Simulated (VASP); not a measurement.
Runs of VASP 6.6.1 on MgO. The structure is that of space group F-43m (No. 216), or close to it. The cells are those of the table. 

```csv
task,level,cell,cutoff (eV),share of exact exchange,screening parameter,gap on the mesh (eV),pressure (GPa)
single point,B3LYP,"a = 3.239 Å, angles 60.0°, 2 atoms",520,0.2,-,5.70,0.2
relaxation of cell and atoms,B3LYP,"relaxed from a = 3.261 Å, angles 60.0°, 2 atoms",600,0.2,-,5.70,0.0
single point,HSE06,"a = 3.261 Å, angles 60.0°, 2 atoms",520,0.25,0.2079 1/Å,5.05,(b)
single point,B3LYP,"a = 3.261 Å, angles 60.0°, 2 atoms",520,0.2,-,5.57,(a)
```

Alike in all rows: potentials or basis VASP PAW PBE potentials, release 64 (Mg, O); no spin polarisation; k mesh 5 × 5 × 5; smearing fermi-dirac 0.05 eV.

Task: Estimate the missing entries.

Result: (a) -2.2; (b) -3.9.

Caveats: all runs use coarse meshes; the PAW data sets were made with another functional, which shifts forces and pressure a little.

